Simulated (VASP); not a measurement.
# AlB2P3 (P6/mmm) in VASP: single point with PBE

Aim: the single point of AlB2P3 with PBE.

All numbers are computed with VASP 6.6.1; they aren't measurements. Logs are shortened: lines on timing, memory, paths and dates and some standing lists are left out, and cuts for length are marked.

## (1) The cell of the first run

It takes space group P6/mmm (No. 191, hexagonal). The conventional cell has a = 5.481 Å, b = 5.481 Å, c = 3.190 Å, α = 90.00°, β = 90.00°, γ = 120.00°. Within 4.2 Å of Al (site symmetry 6/mmm) lie 6 B at 3.16 Å and 12 P at 3.17 Å and 2 Al at 3.19 Å. B (site symmetry -6m2) has 6 P at 2.25 Å within 3.0 Å. Within 3.0 Å of P (site symmetry mmm) lie 4 B at 2.25 Å and 4 P at 2.74 Å.

## (2) Single point, PBE

INCAR reads:

```
SYSTEM = AlB2P3
PREC = Accurate
ENCUT = 520
EDIFF = 1E-6
ISMEAR = 0
SIGMA = 0.1
LREAL = .False.
LASPH = .True.
NELM = 100
ALGO = Normal
ISIF = 2
LWAVE = .False.
LCHARG = .True.
GGA = PE
LELF = .True.
LVHAR = .True.
NBANDS = 21
```

KPOINTS reads:

```
Automatic mesh
0
Gamma
  6 6 6
  0 0 0
```

POSCAR reads:

```
AlB2P3
1.0
    5.4809645000      0.0000000000      0.0000000000
   -2.7404822500      4.7466545000      0.0000000000
    0.0000000000      0.0000000000      3.1902060600
Al B P
1 2 3
Direct
    0.0000000000      0.0000000000      0.0000000000
    0.3333333300      0.6666666700      0.0000000000
    0.6666666700      0.3333333300      0.0000000000
    0.5000000000      0.0000000000      0.5000000000
    0.5000000000      0.5000000000      0.5000000000
    0.0000000000      0.5000000000      0.5000000000
```

Potentials or basis: VASP PAW PBE potentials, release 64 (Al, B, P).

The run is started by

```sh
$ cat potpaw_PBE.64/Al/POTCAR potpaw_PBE.64/B/POTCAR potpaw_PBE.64/P/POTCAR > POTCAR
$ mpirun -np 1 vasp_std > vasp.out
```

OUTCAR:

```text
SYSTEM = AlB2P3
   PREC = Accurate
   ENCUT = 520
   EDIFF = 1E-6
   ISMEAR = 0
   LREAL = .False.
   LASPH = .True.
   NELM = 100
   ISIF = 2
   GGA = PE

 ion  position               nearest neighbor table
   1  0.000  0.000  0.000-
   2  0.333  0.667  0.000-   6 2.25   6 2.25   4 2.25   4 2.25   5 2.25   5 2.25
   3  0.667  0.333  0.000-   6 2.25   6 2.25   4 2.25   4 2.25   5 2.25   5 2.25
   4  0.500  0.000  0.500-   2 2.25   3 2.25   2 2.25   3 2.25   5 2.74   6 2.74   5 2.74   6 2.74

   5  0.500  0.500  0.500-   2 2.25   3 2.25   2 2.25   3 2.25   6 2.74   6 2.74   4 2.74   4 2.74

   6  0.000  0.500  0.500-   2 2.25   3 2.25   2 2.25   3 2.25   5 2.74   5 2.74   4 2.74   4 2.74

  LATTYP: Found a hexagonal cell.
 ALAT       =     5.4809645000
 C/A-ratio  =     0.5820519472

  Lattice vectors:

 A1 = (   5.4809645000,   0.0000000000,   0.0000000000)
 A2 = (  -2.7404822500,   4.7466545000,   0.0000000000)
 A3 = (   0.0000000000,   0.0000000000,   3.1902060600)

Analysis of symmetry for initial positions (statically):
=====================================================================
 Subroutine PRICEL returns:
 Original cell was already a primitive cell.

 Routine SETGRP: Setting up the symmetry group for a
 hexagonal supercell.

 Subroutine GETGRP returns: Found 24 space group operations
 (whereof 24 operations were pure point group operations)
 out of a pool of 24 trial point group operations.

The static configuration has the point symmetry D_6h.

Analysis of symmetry for dynamics (positions and initial velocities):
=====================================================================
 Subroutine PRICEL returns:
 Original cell was already a primitive cell.

 Routine SETGRP: Setting up the symmetry group for a
 hexagonal supercell.

 Subroutine GETGRP returns: Found 24 space group operations
 (whereof 24 operations were pure point group operations)
 out of a pool of 24 trial point group operations.

The dynamic configuration has the point symmetry D_6h.

 Subroutine INISYM returns: Found 24 space group operations
 (whereof 24 operations are pure point group operations),
 and found     1 'primitive' translations

----------------------------------------------------------------------------------------

                                     Primitive cell

  volume of cell :      82.9972

  direct lattice vectors                    reciprocal lattice vectors
     5.480964500  0.000000000  0.000000000     0.182449640  0.105337349  0.000000000
    -2.740482250  4.746654500  0.000000000     0.000000000  0.210674697  0.000000000
     0.000000000  0.000000000  3.190206060     0.000000000  0.000000000  0.313459376

  length of vectors
     5.480964500  5.480964505  3.190206060     0.210674697  0.210674697  0.313459376

  position of ions in fractional coordinates (direct lattice)
     0.000000000  0.000000000  0.000000000
     0.333333330  0.666666670  0.000000000
     0.666666670  0.333333330  0.000000000
     0.500000000  0.000000000  0.500000000
     0.500000000  0.500000000  0.500000000
     0.000000000  0.500000000  0.500000000

  ion indices of the primitive-cell ions
   primitive index   ion index
                 1           1
                 2           2
                 3           3
                 4           4
                 5           5
                 6           6

----------------------------------------------------------------------------------------

 KPOINTS: Automatic mesh

Automatic generation of k-mesh.
 Grid dimensions read from file:
 generate k-points for:    6    6    6

 Generating k-lattice:

  Cartesian coordinates                     Fractional coordinates (reciprocal lattice)
     0.030408273  0.017556225  0.000000000     0.166666667  0.000000000  0.000000000
     0.000000000  0.035112450  0.000000000     0.000000000  0.166666667  0.000000000
     0.000000000  0.000000000  0.052243229     0.000000000  0.000000000  0.166666667

  Length of vectors
     0.035112450  0.035112450  0.052243229

  Shift w.r.t. Gamma in fractional coordinates (k-lattice)
     0.000000000  0.000000000  0.000000000

 Subroutine IBZKPT returns following result:
 ===========================================

 Found     28 irreducible k-points:

 Following reciprocal coordinates:
            Coordinates               Weight
  0.000000  0.000000  0.000000      1.000000
  0.166667 -0.000000  0.000000      6.000000
  0.333333  0.000000  0.000000      6.000000
  0.500000  0.000000  0.000000      3.000000
  0.166667  0.166667  0.000000      6.000000
  0.333333  0.166667  0.000000     12.000000
[... 16 lines left out ...]
  0.166667 -0.000000  0.500000      6.000000
  0.333333  0.000000  0.500000      6.000000
 [... further k-points ...]
   k-points           NKPTS =     28   k-points in BZ     NKDIM =     28   number of bands    NBANDS=     21
   number of dos      NEDOS =    301   number of ions     NIONS =      6
   total plane-waves  NPLWV =  42336
   dimension x,y,z NGX =    42 NGY =   42 NGZ =   24
   dimension x,y,z NGXF=    84 NGYF=   84 NGZF=   48
   ions per type =               1   2   3
   NGX,Y,Z   is equivalent  to a cutoff of  12.74, 12.74, 12.51 a.u.
   NGXF,Y,Z  is equivalent  to a cutoff of  25.48, 25.48, 25.01 a.u.
 SYSTEM =  AlB2P3
   PREC   = accura    normal or accurate (medium, high low for compatibility)
   ISTART =      0    job   : 0-new  1-cont  2-samecut
   ICHARG =      2    charge: 1-file 2-atom 10-const
   ISPIN  =      1    spin polarized calculation?
   LNONCOLLINEAR =      F non collinear calculations
   LSORBIT =      F    spin-orbit coupling
   LASPH  =      T    aspherical Exc in radial PAW
   ENCUT  =  520.0 eV  38.22 Ry    6.18 a.u.  10.19 10.19  5.93*2*pi/ulx,y,z
   NELM   =    100;   NELMIN=  2; NELMDL= -5     # of ELM steps
   EDIFF  = 0.1E-05   stopping-criterion for ELM
   LREAL  =      F    real-space projection
   EDIFFG = 0.1E-04   stopping-criterion for IOM
   NSW    =      0    number of steps for IOM
   IBRION =     -1    ionic relax: 0-MD 1-quasi-New 2-CG
   NFREE  =      0    steps in history (QN), initial steepest desc. (CG)
   ISIF   =      2    stress and relaxation
   ISYM   =      2    0-nonsym 1-usesym 2-fastsym
   POTIM  = 0.5000    time-step for ionic-motion
   TEBEG  =    0.0;   TEEND  =   0.0 temperature during run
   PSTRESS=    0.0 pullay stress
   NELECT =      24.0000    total number of electrons
   NUPDOWN=      -1.0000    fix difference up-down
   EMIN   =  10.00;   EMAX   =-10.00  energy-range for DOS
   EFERMI =   0.00;   METHOD = LEGACY
   ISMEAR =     0;   SIGMA  =   0.10  broadening in eV -4-tet -1-fermi 0-gaus
   EFERMI_NEDOS =   21; number of points for ismear=-14 and -15
   IALGO  =     38    algorithm
   IMIX   =      4    mixing-type and parameters
     AMIX     =   0.40;   BMIX     =  1.00
     AMIX_MAG =   1.60;   BMIX_MAG =  1.00
  volume/ion in A,a.u.               =      13.83        93.35
  Fermi-wavevector in a.u.,A,eV,Ry     =   1.082574  2.045768 15.945562  1.171966
  Thomas-Fermi vector in A             =   2.218618
   LORBIT       =      0    0 simple, 1 ext, 2 COOP (PROOUT), +10 PAW based schemes
   GGA     = PE    functional components
   LHFCALC =     F    Hartree Fock is set to
   AEXX    =    0.0000 exact exchange contribution
   IVDW    =     0    specifies the selected vdW correction
   LEPSILON=     F    determine dielectric tensor
   LRPA    =     F    only Hartree local field effects (RPA)
 non-spin polarized calculation
 Gauss-broadening in eV      SIGMA  =   0.10
  energy-cutoff  :      520.00
  volume of cell :       83.00
 maximum number of plane-waves:      2256
 NGX is ok and might be reduce to    42
   NGX = 21   NGY = 21   NGZ = 11

 number of electron      23.9999999 magnetization

 Free energy of the ion-electron system (eV)
  ---------------------------------------------------
  ext. energy  EPLUGINS =         0.00000000
  ---------------------------------------------------
  free energy    TOTEN  =       -28.08895666 eV

  energy without entropy =      -28.07196336  energy(sigma->0) =      -28.08046001

 E-fermi :   7.6299     XC(G=0): -10.7797

 val. band max:        7.6115635431   @ k =   0.3333   0.3333   0.3333
 cond. band min:       7.6391054497   @ k =   0.1667   0.1667   0.0000
 fundamental gap:      0.0275419066
 Fermi energy:         7.6299471183

 k-point     1 :       0.0000    0.0000    0.0000
  band No.  band energies     occupation
      1      -7.7733      2.00000
      2      -2.9682      2.00000
      3      -2.9682      2.00000
      4      -2.6139      2.00000
      5       1.3451      2.00000
      6       1.3451      2.00000
[... 13 lines left out ...]
     20      13.5302      0.00000
     21      13.5302      0.00000

 k-point     2 :       0.1667   -0.0000    0.0000
  band No.  band energies     occupation
      1      -7.6348      2.00000
      2      -4.1374      2.00000
      3      -3.0586      2.00000
      4      -1.4335      2.00000
      5       0.9911      2.00000
      6       1.7385      2.00000
[... 13 lines left out ...]
     20      13.5235      0.00000
     21      13.8583      0.00000

 k-point     3 :       0.3333    0.0000    0.0000
  band No.  band energies     occupation
      1      -7.2457      2.00000
      2      -5.2712      2.00000
      3      -3.2183      2.00000
      4      -0.7361      2.00000
      5       1.4289      2.00000
      6       2.7873      2.00000
[... 13 lines left out ...]
     20      13.3745      0.00000
     21      13.8037      0.00000
[... 457 lines left out ...]
 k-point    23 :       0.1667   -0.0000    0.5000
  band No.  band energies     occupation
      1      -5.6351      2.00000
      2      -2.5357      2.00000
      3      -2.1208      2.00000
      4      -0.8259      2.00000
      5       0.6260      2.00000
      6       0.7263      2.00000
[... 13 lines left out ...]
     20      13.8592      0.00000
     21      16.2448      0.00000

 k-point    24 :       0.3333    0.0000    0.5000
  band No.  band energies     occupation
      1      -5.2547      2.00000
      2      -3.2601      2.00000
      3      -2.1618      2.00000
      4      -0.9743      2.00000
      5      -0.3259      2.00000
      6       1.5347      2.00000
[... 13 lines left out ...]
     20      13.5818      0.00000
     21      15.3238      0.00000

 [... further k-points ...]
[... 5 lines left out ...]
  --------------------------------------------------------------------------------------
  -------------------------------------------------------------------------------------
  Total       -1.2057852     -1.2057852    -12.2701425      0.0000000      0.0000000      0.0000000
  in kB      -23.2764734    -23.2764735   -236.8627905      0.0000000      0.0000000      0.0000000
  external PRESSURE =     -94.4719125 kB  Pullay stress =       0.0000000 kB

 VOLUME and BASIS-vectors are now :
 -----------------------------------------------------------------------------
  energy-cutoff  :      520.00
  volume of cell :       83.00
      direct lattice vectors                 reciprocal lattice vectors
     5.480964500  0.000000000  0.000000000     0.182449640  0.105337349  0.000000000
    -2.740482250  4.746654500  0.000000000     0.000000000  0.210674697  0.000000000
     0.000000000  0.000000000  3.190206060     0.000000000  0.000000000  0.313459376

 POSITION                                       TOTAL-FORCE (eV/Angst)
 -----------------------------------------------------------------------------------
      0.00000      0.00000      0.00000         0.000000      0.000000     -0.000000
     -0.00000      3.16444      0.00000         0.000000     -0.000000      0.000000
      2.74048      1.58222      0.00000        -0.000000      0.000000     -0.000000
      2.74048      0.00000      1.59510         0.000000      0.000000     -0.000000
      1.37024      2.37333      1.59510         0.000000      0.000000     -0.000000
     -1.37024      2.37333      1.59510         0.000000      0.000000     -0.000000
 -----------------------------------------------------------------------------------
    total drift:                               -0.000000     -0.000000      0.000000

  FREE ENERGIE OF THE ION-ELECTRON SYSTEM (eV)
  ---------------------------------------------------
  free  energy   TOTEN  =       -28.0889566609 eV

  energy  without entropy=      -28.0719633582  energy(sigma->0) =      -28.08046001
```

Wall time 30 s (1 thread of Intel Xeon 6975P-C, shared host); peak memory 0.21 GiB.

What came out:

| Item | Value |
| --- | --- |
| Free energy | -28.0890 eV |
| Pressure | -9.4 GPa |
| Band gap on the k mesh | zero (band 12 reaches 8.88 eV, above the bottom of band 13 at 6.23 eV) |

Levels at points of the mesh, in eV from the Fermi level:
```csv
k point,band 10,band 11,band 12,band 13,band 14,band 15
"(0.00, 0.00, 0.00)",-0.04,1.01,1.01,1.49,1.49,2.51
"(0.50, 0.00, 0.00)",-2.10,0.17,0.66,1.36,1.60,1.64
"(0.00, 0.00, 0.50)",-3.96,-1.57,-1.57,-1.40,-1.15,3.40
"(0.50, 0.00, 0.50)",-2.04,-1.12,-1.00,-0.68,-0.53,0.42
```
